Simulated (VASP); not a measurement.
Runs of VASP 6.6.1 on Pd3I. Symmetry: I4/mmm, No. 139, tetragonal system. The conventional cell has a = 4.294 Å, b = 4.294 Å, c = 7.752 Å, α = 90.00°, β = 90.00°, γ = 90.00°. Within 3.9 Å of I (site symmetry 4/mmm) lie 14 Pd at 2.89 to 3.88 Å. Pd (site symmetry 4/mmm) has 8 Pd at 2.89 Å and 6 I at 3.04 to 3.88 Å within 3.9 Å. Within 3.9 Å of Pd (site symmetry -4m2) lie 4 I at 2.89 Å and 10 Pd at 2.89 to 3.88 Å. 

```tsv
U	gap on the mesh (eV)	pressure (GPa)
Pd d U = 8.0 eV	none	(a)
Pd d U = 1.0 eV	none	-1.6
Pd d U = 4.0 eV	none	-5.2
Pd d U = 2.0 eV	none	-2.7
Pd d U = 5.0 eV	none	(b)
Pd d U = 6.0 eV	none	-8.2
Pd d U = 3.0 eV	none	-3.9
```

Alike in all rows: task single point; level PBE+U; potentials or basis VASP PAW PBE potentials, release 64 (I, Pd); no spin polarisation; cell as given; k mesh 9 × 9 × 9; cutoff (eV) 520; smearing fermi-dirac 0.05 eV.

Task: Fill in the values left out.

Result: (a) -11.7; (b) -6.6.

Caveats: spin-orbit coupling is left out, which moves the levels of the heavy elements; an odd number of electrons without spin polarisation forces a metal; a magnetic or distorted state may lie lower; U without spin polarisation on a metal has little footing; the cell stands under tension (at least some runs).

A k mesh can miss the band edges, and the runs leave out spin-orbit coupling on I, Pd.

A gap of «none» marks levels without a gap at the run's occupations.
